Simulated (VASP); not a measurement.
# H4C in VASP: a series of runs

H4C is run at these levels: PBE+D3(BJ); tasks: single point.

Program: VASP 6.6.1. These are calculated values, not measurements. Logs are shortened: lines on timing, memory, paths and dates and some standing lists are left out, and cuts for length are marked.

### 1 The cell of the first run

The cell holds an amorphous packing of atoms, 40 atoms: a = 7.958 Å, b = 7.958 Å, c = 7.958 Å, α = 90.00°, β = 90.00°, γ = 90.00°.

### 2 Single point, PBE+D3(BJ)

INCAR

```
PREC     = Accurate       # precision mode
ENCUT    = 520            # plane-wave cutoff, eV
EDIFF    = 1E-6           # SCF threshold, eV
ISMEAR   = -1             # smearing method
SIGMA    = 0.05           # smearing width, eV
LREAL    = Auto         
LASPH    = T              # aspherical terms in the spheres
NELM     = 120            # most SCF steps
ALGO     = Normal         # electronic algorithm
ISIF     = 2              # what is computed and relaxed
LWAVE    = F              # write WAVECAR
LCHARG   = F              # write CHGCAR
GGA      = PE             # functional
IVDW     = 12             # dispersion correction
NBANDS   = 58             # bands
GGA_COMPAT= F
```

KPOINTS

```
Automatic mesh
0
Gamma
  1 1 1
```

POSCAR

```
H4C
1.0
    7.9581140000      0.0000000000      0.0000000000
    0.0000000000      7.9581140000      0.0000000000
    0.0000000000      0.0000000000      7.9581140000
C H
8 32
Direct
    0.7294441874      0.7027418808      0.7669153772
    0.4355680253      0.5009478376      0.0539449422
    1.0107042950      0.1549110757      0.1512041672
    0.8004911717      0.1234714657      0.6405537795
    0.2409867464      0.3501709073      0.6879645102
    0.2078758862      0.8356753874      0.4532103963
    0.5675214002      0.4172094041      0.4216702601
    0.6683870073      0.8979640151      0.2521326033
    0.8502014422      0.7419094524      0.8104684100
    0.7061974734      0.5775865990      0.8322574922
    0.7449001108      0.6865194442      0.6328006862
    0.6377893054      0.8028912378      0.8036703169
    0.5601327149      0.5309172500      0.1150649513
    0.3370899185      0.5418620543      0.1376331126
    0.4414990788      0.3667703177      0.0290018464
    0.4131129562      0.5696073215     -0.0606048116
    0.9298308619      0.2295016131      0.2367143773
    1.1431603015      0.1815505533      0.1906984494
    0.9872439626      0.1911885153      0.0185345422
    0.9910388316      0.0202309241      0.1526115358
    0.8104809758      0.2385992460      0.5669056764
    0.7956784736      0.1429358765      0.7798958396
    0.9130178331      0.0498610600      0.6212652897
    0.6939206953      0.0428744801      0.6040627214
    0.1443432451      0.3858954521      0.7804487345
    0.2435752994      0.2096099654      0.7015732622
    0.3536390657      0.4131129562      0.7319322141
    0.2061920701      0.3859205837      0.5562498853
    0.3344134050      0.8818672364      0.4908575072
    0.1397692971      0.7620398501      0.5463731733
    0.2177902955      0.7627435345      0.3372658396
    0.1421442317      0.9507906019      0.4293982217
    0.6201846317      0.4599079631      0.5412714621
    0.4938104682      0.5224227750      0.3580622243
    0.4887715858      0.3125237965      0.4483976982
    0.6721441789      0.3933469664      0.3290980752
    0.7733741939      0.8490328236      0.3202517581
    0.5480695552      0.8333507160      0.2835093843
    0.6981679328      0.8929000012      0.1195258072
    0.6439716747      1.0282964029      0.2837983975
```

Potentials or basis: VASP PAW PBE potentials, release 64 (C, H).

Command:

```console
cat potpaw_PBE.64/C/POTCAR potpaw_PBE.64/H/POTCAR > POTCAR
mpirun -np 1 vasp_gam > vasp.out
```

OUTCAR:

```text
PREC = Accurate
   ENCUT = 520
   EDIFF = 1E-6
   ISMEAR = -1
   LREAL = Auto
   LASPH = T
   NELM = 120
   ISIF = 2
   GGA = PE
   IVDW = 12
 IVDW          = 12

 ion  position               nearest neighbor table
   1  0.729  0.703  0.767-   9 1.07  11 1.08  12 1.12  10 1.14
   2  0.436  0.501  0.054-  16 1.08  14 1.08  15 1.09  13 1.13
   3  0.011  0.155  0.151-  20 1.08  17 1.11  19 1.11  18 1.12
   4  0.800  0.123  0.641-  23 1.08  21 1.09  24 1.10  22 1.12
   5  0.241  0.350  0.688-  27 1.08  25 1.10  28 1.12  26 1.12
   6  0.208  0.836  0.453-  32 1.07  30 1.09  31 1.09  29 1.11
   7  0.568  0.417  0.422-  35 1.06  33 1.09  36 1.13  34 1.14
   8  0.668  0.898  0.252-  37 1.07  39 1.08  40 1.08  38 1.12
   9  0.850  0.742  0.810-   1 1.07
  10  0.706  0.578  0.832-   1 1.14
  11  0.745  0.687  0.633-   1 1.08
  12  0.638  0.803  0.804-   1 1.12
  13  0.560  0.531  0.115-   2 1.13
  14  0.337  0.542  0.138-   2 1.08
[... 24 lines left out ...]
  39  0.698  0.893  0.120-   8 1.08
  40  0.644  0.028  0.284-   8 1.08

  LATTYP: Found a simple cubic cell.
 ALAT       =     7.9581140000

  Lattice vectors:

 A1 = (   7.9581140000,   0.0000000000,   0.0000000000)
 A2 = (   0.0000000000,   7.9581140000,   0.0000000000)
 A3 = (   0.0000000000,   0.0000000000,   7.9581140000)

Analysis of symmetry for initial positions (statically):
=====================================================================
 Subroutine PRICEL returns:
 Original cell was already a primitive cell.

 Routine SETGRP: Setting up the symmetry group for a
 simple cubic supercell.

 Subroutine GETGRP returns: Found  1 space group operations
 (whereof  1 operations were pure point group operations)
 out of a pool of 48 trial point group operations.

The static configuration has the point symmetry C_1 .

Analysis of symmetry for dynamics (positions and initial velocities):
=====================================================================
 Subroutine PRICEL returns:
 Original cell was already a primitive cell.

 Routine SETGRP: Setting up the symmetry group for a
 simple cubic supercell.

 Subroutine GETGRP returns: Found  1 space group operations
 (whereof  1 operations were pure point group operations)
 out of a pool of 48 trial point group operations.

The dynamic configuration has the point symmetry C_1 .

 Subroutine INISYM returns: Found  1 space group operations
 (whereof  1 operations are pure point group operations),
 and found     1 'primitive' translations
[... 151 lines left out ...]
   IBRION =     -1    ionic relax: 0-MD 1-quasi-New 2-CG
   NFREE  =      0    steps in history (QN), initial steepest desc. (CG)
   ISIF   =      2    stress and relaxation
   ISYM   =      2    0-nonsym 1-usesym 2-fastsym
   POTIM  = 0.5000    time-step for ionic-motion
   TEBEG  =    0.0;   TEEND  =   0.0 temperature during run
   PSTRESS=    0.0 pullay stress
   NELECT =      64.0000    total number of electrons
   NUPDOWN=      -1.0000    fix difference up-down
   EMIN   =  10.00;   EMAX   =-10.00  energy-range for DOS
   EFERMI =   0.00;   METHOD = LEGACY
   ISMEAR =    -1;   SIGMA  =   0.05  broadening in eV -4-tet -1-fermi 0-gaus
   EFERMI_NEDOS =   21; number of points for ismear=-14 and -15
   IALGO  =     38    algorithm
   IMIX   =      4    mixing-type and parameters
     AMIX     =   0.40;   BMIX     =  1.00
     AMIX_MAG =   1.60;   BMIX_MAG =  1.00
  volume/ion in A,a.u.               =      12.60        85.03
  Fermi-wavevector in a.u.,A,eV,Ry     =   0.822858  1.554975  9.212431  0.677095
  Thomas-Fermi vector in A             =   1.934266
   LORBIT       =      0    0 simple, 1 ext, 2 COOP (PROOUT), +10 PAW based schemes
   GGA     = PE    functional components
   LHFCALC =     F    Hartree Fock is set to
   AEXX    =    0.0000 exact exchange contribution
   IVDW    =    12    specifies the selected vdW correction
   LEPSILON=     F    determine dielectric tensor
   LRPA    =     F    only Hartree local field effects (RPA)
 non-spin polarized calculation
  energy-cutoff  :      520.00
  volume of cell :      504.00
 maximum number of plane-waves:      6759
 NGX is ok and might be reduce to    60
   NGX = 29   NGY = 29   NGZ = 29

 number of electron      64.0000003 magnetization

 Free energy of the ion-electron system (eV)
  ---------------------------------------------------
  ext. energy  EPLUGINS =         0.00000000
  ---------------------------------------------------
  free energy    TOTEN  =      -191.39130277 eV

  energy without entropy =     -191.39130277  energy(sigma->0) =     -191.39130277

 E-fermi :  -5.1729     XC(G=0):  -5.4930

 val. band max:       -6.3645763525   @ k =   0.0000   0.0000   0.0000
 cond. band min:       0.4848544825   @ k =   0.0000   0.0000   0.0000
 fundamental gap:      6.8494308350
 Fermi energy:        -5.1728836271

 k-point     1 :       0.0000    0.0000    0.0000
  band No.  band energies     occupation
      1     -15.3124      2.00000
      2     -15.1030      2.00000
      3     -15.0001      2.00000
      4     -14.9413      2.00000
      5     -14.8559      2.00000
      6     -14.8160      2.00000
[... 36 lines left out ...]
     43       3.7331      0.00000
     44       3.9861      0.00000
 [bands above 44 left out]

------------------------ aborting loop because EDIFF is reached ----------------------------------------

 Edisp (eV)   -1.06265

 E8    (eV) :    -0.2218

  FORCE on cell =-STRESS in cart. coord.  units (eV):
  Direction    XX          YY          ZZ          XY          YZ          ZX
  --------------------------------------------------------------------------------------
  -------------------------------------------------------------------------------------
  Total      -0.36488    -1.13680    -0.40318     0.34174     0.29549     0.33850
  in kB      -1.15993    -3.61380    -1.28167     1.08638     0.93935     1.07608
  external pressure =       -2.02 kB  Pullay stress =        0.00 kB

 VOLUME and BASIS-vectors are now :
 -----------------------------------------------------------------------------
  energy-cutoff  :      520.00
  volume of cell :      504.00
      direct lattice vectors                 reciprocal lattice vectors
     7.958114000  0.000000000  0.000000000     0.125657913  0.000000000  0.000000000
     0.000000000  7.958114000  0.000000000     0.000000000  0.125657913  0.000000000
     0.000000000  0.000000000  7.958114000     0.000000000  0.000000000  0.125657913

 POSITION                                       TOTAL-FORCE (eV/Angst)
 -----------------------------------------------------------------------------------
      5.80500      5.59250      6.10320        -0.571768     -0.746738      1.028352
      3.46630      3.98660      0.42930         1.402463      0.304956      0.458577
      0.08519      1.23280      1.20330         0.648429      0.826933     -0.231096
      6.37040      0.98260      5.09760        -0.114614     -0.494850      0.968239
      1.91780      2.78670      5.47490        -0.995527     -0.751202      0.053149
      1.65430      6.65040      3.60670         0.836058      0.179266     -0.051997
[... 32 lines left out ...]
      5.55610      7.10580      0.95120        -0.169854     -0.194951     -0.474456
      5.12480      0.22519      2.25850         0.296514      0.446164      0.174596
 -----------------------------------------------------------------------------------
    total drift:                                0.004195      0.010301      0.019247

  FREE ENERGIE OF THE ION-ELECTRON SYSTEM (eV)
  ---------------------------------------------------
  free  energy   TOTEN  =      -192.4539547241 eV

  energy  without entropy=     -192.4539547240  energy(sigma->0) =     -192.45395472
```

It took 76 s on 1 thread of AMD EPYC 9R45 (Zen 5), shared host; peak memory 0.46 GiB.

What came out:

```
Free energy                : -192.4540 eV
Pressure                   : -0.2 GPa
Largest force              : 2.443 eV/Å
Band gap on the k mesh     : 6.85 eV
Dispersion energy per atom : -0.027 eV
```

Forces in eV/Å, atoms in the order of the input:
```
C   -0.572 -0.747  1.028
C    1.402  0.305  0.459
C    0.648  0.827 -0.231
C   -0.115 -0.495  0.968
C   -0.996 -0.751  0.053
C    0.836  0.179 -0.052
C    0.691  1.993 -1.232
C   -1.392  0.135 -0.081
H    0.974  0.449  0.469
H   -0.157  1.137 -0.690
H   -0.409 -0.024 -0.428
H    0.274 -0.779 -0.359
H   -0.925  0.197 -0.793
H   -0.471 -0.355  0.538
H   -0.493 -0.288  0.049
H    0.348  0.260 -0.569
H   -0.031 -0.577 -0.287
H   -0.553 -0.109 -0.494
H    0.281  0.264  0.453
H   -0.260 -0.320  0.509
H   -0.214  0.068  0.174
H   -0.172  0.307 -0.752
H    0.505 -0.301 -0.245
H    0.070  0.408 -0.068
H   -0.247  0.254 -0.383
H    0.469  0.763 -0.293
H    0.448 -0.207 -0.287
H    0.155 -0.129  0.843
H   -0.353 -0.722  0.208
H    0.228 -0.042  0.340
H    0.045  0.002 -0.119
H   -0.765  0.551 -0.312
H    0.032  0.142 -0.103
H    0.473 -0.977  1.081
H   -0.484 -0.937 -0.193
H   -0.622 -0.315  0.774
H    0.516 -0.293  0.651
H    0.708 -0.127 -0.326
H   -0.170 -0.195 -0.474
H    0.297  0.446  0.175
```

Levels at points of the mesh, in eV from the valence-band top:
```csv
k point,band 28,band 29,band 30,band 31,band 32,band 33,band 34,band 35,band 36,band 37
"(0.00, 0.00, 0.00)",-0.41,-0.39,-0.29,-0.13,0.00,6.85,8.66,8.90,9.10,9.23
```

Caveat: the k points lie up to 0.79 Å⁻¹ apart.

(Part 1 of 2 ends here.)
